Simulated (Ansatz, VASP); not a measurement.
# Si: VASP beside Ansatz

INCAR

```
  PREC = Accurate
  ENCUT = 520
  EDIFF = 1E-6
  ISMEAR = -1
  SIGMA = 0.05
  LREAL = False
  LASPH = True
  NELM = 100
  ALGO = Normal
  ISIF = 2
  LWAVE = False
  LCHARG = False
  GGA = PE
  NBANDS = 8
```

File KPOINTS:

```
regular mesh
0
Gamma
  18 18 18
```

POSCAR

```
Si
1.0
    0.0000000000      1.6340847286      1.6340847286
    1.6340847286      0.0000000000      1.6340847286
    1.6340847286      1.6340847286      0.0000000000
Si
1
Direct
    0.0000000000      0.0000000000      0.0000000000
```

Input for Ansatz:

```yaml
crystal:
  lattice:
    - [0.0, 1.6340847286, 1.6340847286]
    - [1.6340847286, 0.0, 1.6340847286]
    - [1.6340847286, 1.6340847286, 0.0]
  atoms:
    - { symbol: Si, position: [0.0, 0.0, 0.0] }
kpoints:
  mp_grid: { grid: [18, 18, 18] }
scf:
  occupations: { method: fermi_dirac, width: 0.05 }
hamiltonian:
  xc: pbe
  pseudopotentials: { kind: all_electron, lapw: { basis_error: 0.001 } }
output:
  forces: true
  stress: true
  eigenvalues: true
  populations: true
```

Change from the starting cell: volume scaled by 0.6, LAPW.

Alike in both runs: task single point; functional PBE; k mesh 18 × 18 × 18; occupations fermi-dirac, width 0.05 eV; no spin polarisation.

```csv
,VASP,Ansatz
version,VASP 6.6.1,Ansatz 0.2.0
potentials or method,"VASP PAW PBE potentials, release 64 (Si), cutoff 520 eV","all-electron LAPW, scalar-relativistic"
```

|  | VASP | Ansatz | Ansatz less VASP |
| --- | --- | --- | --- |
| pressure (GPa) | 125.8 | 126.7 | +0.86 |

Both programs put the cell under a high pressure, so it lies far from rest at this level. Ansatz ran all-electron here, and VASP with PAW potentials.

Noted on VASP's run: the cell as given lies far from equilibrium.
